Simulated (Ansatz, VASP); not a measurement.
# C: VASP beside Ansatz

Contents of INCAR:

```
PREC = Accurate
ENCUT = 520
EDIFF = 1E-6
ISMEAR = 0
SIGMA = 0.1
LREAL = False
LASPH = True
NELM = 80
ALGO = Normal
ISIF = 2
LWAVE = False
LCHARG = False
GGA = PE
NBANDS = 36
```

KPOINTS

```
regular mesh
0
Gamma
  6 6 4
```

File POSCAR:

```
C
1.0
    4.1103326100      0.0000000000      0.0000000000
   -2.0551663000      3.5596524600      0.0000000000
    0.0000000000      0.0000000000      4.4064807300
C
12
Direct
    0.0818387400      0.7224022000      0.9371510000
    0.2775978000      0.3594365400      0.6038176600
    0.6405634600      0.9181612600      0.2704843300
    0.9181612600      0.2775978000      0.4371510000
    0.7224022000      0.6405634600      0.1038176600
    0.3594365400      0.0818387400      0.7704843300
    0.0818387400      0.3594365400      0.8961823400
    0.6405634600      0.7224022000      0.5628490000
    0.2775978000      0.9181612600      0.2295156700
    0.9181612600      0.6405634600      0.3961823400
    0.3594365400      0.2775978000      0.0628490000
    0.7224022000      0.0818387400      0.7295156700
```

Input for Ansatz:

```yaml
crystal:
  lattice:
    - [4.11033261, 0.0, 0.0]
    - [-2.0551663, 3.55965246, 0.0]
    - [0.0, 0.0, 4.40648073]
  atoms:
    - { symbol: C, position: [0.08183874, 0.7224022, 0.937151] }
    - { symbol: C, position: [0.2775978, 0.35943654, 0.60381766] }
    - { symbol: C, position: [0.64056346, 0.91816126, 0.27048433] }
    - { symbol: C, position: [0.91816126, 0.2775978, 0.437151] }
    - { symbol: C, position: [0.7224022, 0.64056346, 0.10381766] }
    - { symbol: C, position: [0.35943654, 0.08183874, 0.77048433] }
    - { symbol: C, position: [0.08183874, 0.35943654, 0.89618234] }
    - { symbol: C, position: [0.64056346, 0.7224022, 0.562849] }
    - { symbol: C, position: [0.2775978, 0.91816126, 0.22951567] }
    - { symbol: C, position: [0.91816126, 0.64056346, 0.39618234] }
    - { symbol: C, position: [0.35943654, 0.2775978, 0.062849] }
    - { symbol: C, position: [0.7224022, 0.08183874, 0.72951567] }
basis:
  ecutwfc: 420
kpoints:
  mp_grid: { grid: [6, 6, 4] }
hamiltonian:
  xc: pbe
scf:
  occupations: { method: gaussian, width: 0.1 }
  lower_state_search: "off"
output:
  forces: true
  stress: true
  eigenvalues: true
```

Alike in both runs: task single point; functional PBE; k mesh 6 × 6 × 4; occupations gaussian, width 0.1 eV; no spin polarisation.

|  | VASP | Ansatz |
| --- | --- | --- |
| version | VASP 6.6.1 | Ansatz 0.2.0 |
| potentials or method | VASP PAW PBE potentials, release 64 (C), cutoff 520 eV | scalar-relativistic, plane waves, PAW |
| valence electrons in the cell | 48 | 48 |

```csv
,VASP,Ansatz,Ansatz less VASP
gap on the k mesh at the Fermi level (eV),1.18,1.19,+0.007
least direct gap on the mesh (eV),2.18,2.19,+0.008
rms of the force components (eV/Å),0.607,0.618,+0.0106
```

Atom by atom the forces differ by 0.030 eV/Å (rms over components).
